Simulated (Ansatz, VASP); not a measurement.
Given: the input of a run of VASP 6.6.1 on I.

File INCAR:

```
SYSTEM = I
PREC     = Accurate       ! precision mode
ENCUT    = 520            ! plane-wave cutoff, eV
EDIFF    = 1E-7           ! SCF threshold, eV
ISMEAR   = -1             ! smearing method
SIGMA    = 0.06           ! smearing width, eV
LREAL    = .FALSE.        ! projectors in reciprocal space
LASPH    = .TRUE.         ! aspherical terms in the spheres
NELM     = 80             ! most SCF steps
ALGO     = Normal         ! electronic algorithm
ISIF     = 2              ! what is computed and relaxed
LWAVE    = .FALSE.        ! write WAVECAR
LCHARG   = .FALSE.        ! write CHGCAR
GGA      = PE             ! functional
NBANDS   = 10             ! bands
```

Contents of KPOINTS:

```
Automatic mesh
0
G
  4 4 4
  0 0 0
```

The input POSCAR:

```
I
1.0
    0.0000000000      2.3656004428      3.9098401324
    2.1922454667      0.0000000000      3.9098401324
    2.1922454667      2.3656004428      0.0000000000
I
1
Direct
    0.0000000000      0.0000000000      0.0000000000
```

Potentials or basis: VASP PAW PBE potentials, release 64 (I).

Run with:

```console
$ cat potpaw_PBE.64/I/POTCAR > POTCAR
$ mpirun -np 1 vasp_std > vasp.out
```

**Question.** Set up the same calculation for Ansatz 0.2.0. Potentials there: all-electron LAPW, scalar-relativistic.

**Answer.** As run (the cutoff follows the program's own potentials):

File input.yaml:

```yaml
crystal:
  lattice:
    - [0.0, 2.3656004428, 3.9098401324]
    - [2.1922454667, 0.0, 3.9098401324]
    - [2.1922454667, 2.3656004428, 0.0]
  atoms:
    - { symbol: I, position: [0.0, 0.0, 0.0] }
kpoints:
  mp_grid: { grid: [4, 4, 4] }
scf:
  occupations: { method: fermi_dirac, width: 0.06 }
hamiltonian:
  xc: pbe
  pseudopotentials: { kind: all_electron, lapw: { basis_error: 0.003 } }
output:
  forces: true
  stress: true
  eigenvalues: true
```

Potentials or basis: all-electron LAPW, scalar-relativistic.

The run is started by

```bash
$ ansatz run input.yaml --threads 1 --pin off --max-ram 3072MiB --backend cpu --events-out ev --progress --plain --runs-dir out
```

Both were run:

|  | VASP | Ansatz | Ansatz less VASP |
| --- | --- | --- | --- |
| gap on the k mesh at the Fermi level (eV) | none | none | - |
| pressure (GPa) | -1.2 | -1.1 | +0.05 |
| traceless stress, the component that is largest in VASP (GPa) | 2.09 | 2.04 | -0.045 |

A gap of «none» marks a metal or a gap that the smearing closes. Ansatz ran all-electron here, and VASP with PAW potentials.

The k mesh is coarse, so the values compare programs but aren't converged. Neither program's run includes spin-orbit coupling. Noted on Ansatz's run: the k mesh is thin for a metal, which can move the energy by tens of meV per atom.
